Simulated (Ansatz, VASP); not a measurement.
**Two plane-wave programs on Sb**

```
CELL_PARAMETERS angstrom
3.08020 0.00000 0.00000
0.00000 4.28876 0.00000
-0.03839 0.00000 4.34631
ATOMIC_POSITIONS crystal
Sb 0.01139 0.25000 0.24117
Sb 0.98861 0.75000 0.75883
```

Alike in both runs: task single point; functional HSE06; k mesh 6 × 4 × 4; occupations fermi-dirac, width 0.05 eV; no spin polarisation.

```csv
,VASP,Ansatz
version,VASP 6.6.1,Ansatz 0.2.0
potentials or method,"VASP PAW PBE potentials, release 64 (Sb)",Ansatz PAW
plane-wave cutoff (eV),520,420
valence electrons in the cell,10,30
```

VASP gave:

| Property | Result |
| --- | --- |
| gap on the k mesh at the Fermi level (eV) | none |
| pressure (GPa) | 0.1 |
| traceless stress, the component that is largest in VASP (GPa) | -4.64 |
| rms of the force components (eV/Å) | 0.026 |

Problem. Estimate Ansatz's values.

Solution. gap on the k mesh at the Fermi level (eV): none; pressure (GPa): 1.2; traceless stress, the component that is largest in VASP (GPa): -4.57; rms of the force components (eV/Å): 0.029.

Atom by atom the forces differ by 0.012 eV/Å (rms over components). A gap of «none» marks a metal or a gap that the smearing closes. With one functional, cell and mesh, what is left measures potentials, basis and numerics. VASP's potentials hold 10 valence electrons a cell and Ansatz's 30, so a difference there can come from the potentials and not from the codes.

The k mesh is coarse, so the values compare programs but aren't converged. Neither program's run includes spin-orbit coupling.
